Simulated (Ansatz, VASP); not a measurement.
# Two plane-wave programs on CdS

```xyz
2
Lattice="4.2612 0.0000 0.0000 -2.1306 3.6903 0.0000 0.0000 0.0000 5.8042" Properties=species:S:1:pos:R:3 pbc="T T T"
Cd    0.0000    0.0000    2.5695
S     2.3903    1.3801    2.5149
```

Change from the starting cell: all S atoms moved -0.300 Å, as atom 2 towards its neighbour atom 1 (Cd) at 2.461 Å.

Alike in both runs: task single point; functional LDA; k mesh 9 × 9 × 6; occupations gaussian, width 0.05 eV; no spin polarisation.

|  | VASP | Ansatz |
| --- | --- | --- |
| version | VASP 6.6.1 | Ansatz 0.2.0 |
| potentials or method | VASP PAW LDA potentials, release 64 (Cd, S), cutoff 520 eV | scalar-relativistic, plane waves, PAW |
| valence electrons in the cell | 18 | 26 |

```csv
,VASP,Ansatz,Ansatz less VASP
gap on the k mesh at the Fermi level (eV),1.13,1.10,-0.024
least direct gap on the mesh (eV),1.15,1.12,-0.024
pressure (GPa),-0.8,-1.1,-0.28
"traceless stress, the component that is largest in VASP (GPa)",-2.51,-2.32,+0.189
rms of the force components (eV/Å),0.731,0.692,-0.0392
```

LDA's correlation is that of Perdew and Zunger in VASP and of Perdew and Wang (1992) in Ansatz. Atom by atom the forces differ by 0.039 eV/Å (rms over components). VASP's potentials hold 18 valence electrons a cell and Ansatz's 26, so a difference there can come from the potentials and not from the codes.
